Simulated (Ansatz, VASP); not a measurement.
Al in VASP and in Ansatz

Contents of INCAR:

```
SYSTEM = Al
ALGO     = Fast           ! electronic algorithm
EDIFF    = 1E-7           ! SCF threshold, eV
EDIFFG   = -0.01          ! ionic threshold
ENCUT    = 600            ! plane-wave cutoff, eV
GGA      = RE             ! functional
IBRION   = 2              ! ionic algorithm
ISIF     = 3              ! what is computed and relaxed
ISMEAR   = -1             ! smearing method
IVDW     = 12             ! dispersion correction
LASPH    = .True.         ! aspherical terms in the spheres
LCHARG   = .False.        ! write CHGCAR
LREAL    = .False.        ! projectors in reciprocal space
LWAVE    = .False.        ! write WAVECAR
NELM     = 60             ! most SCF steps
NSW      = 60             ! ionic steps
PREC     = Accurate       ! precision mode
SIGMA    = 0.05           ! smearing width, eV
```

KPOINTS

```
k-points
0
Gamma
  11 11 11
  0 0 0
```

The input POSCAR:

```
Al
1.0
   -0.0204552100      1.9706540500      2.0438328400
    2.0026569100      0.0099662700      2.0134113600
    2.0592944800      1.9968701300     -0.0466712900
Al
1
Direct
    0.0000000000      0.0000000000      0.0000000000
```

input.yaml

```yaml
crystal:
  lattice:
    - [-0.02045521, 1.97065405, 2.04383284]
    - [2.00265691, 0.00996627, 2.01341136]
    - [2.05929448, 1.99687013, -0.04667129]
  atoms:
    - { symbol: Al, position: [0.0, 0.0, 0.0] }
hamiltonian:
  xc: revpbe
  pseudopotentials: { kind: paw }
  dispersion: d3bj
kpoints:
  mp_grid: { grid: [11, 11, 11] }
scf:
  occupations: { method: fermi_dirac, width: 0.05 }
output:
  forces: true
  stress: true
  eigenvalues: true
  write_density: true
  write_potential: true
  elf: true
  volumetric_format: npy
relax:
  f_tol: 0.01
  max_steps: 40
  cell: { stress_tol: 0.05 }
```

Change from the starting cell: cell sheared at random, sigma 0.03, atoms nudged by 0.01 Å.

Alike in both runs: task relaxation of cell and atoms; functional revPBE; dispersion D3(BJ); k mesh 11 × 11 × 11; occupations fermi-dirac, width 0.05 eV; no spin polarisation.

```csv
,VASP,Ansatz
version,VASP 6.6.1,Ansatz 0.2.0
potentials or method,"VASP PAW PBE potentials, release 64 (Al)",Ansatz PAW
plane-wave cutoff (eV),600,420
valence electrons in the cell,3,3
```

VASP gave:

* gap on the k mesh at the Fermi level, each at its own relaxed structure (eV): none
* relaxed volume (Å³/atom): 15.42
* relaxed length of the cell vector where the two differ most in proportion (Å): 2.784

Question: What did Ansatz give for the same quantities?

Answer: gap on the k mesh at the Fermi level, each at its own relaxed structure (eV): none; relaxed volume (Å³/atom): 15.45; relaxed length of the cell vector where the two differ most in proportion (Å): 2.805.

VASP's potentials were made for PBE, not for revPBE. A gap of «none» marks a metal or a gap that the smearing closes.

Noted on Ansatz's run: the plane-wave basis is chosen anew once the cell has moved, so the energies of steps on either side of that aren't comparable.
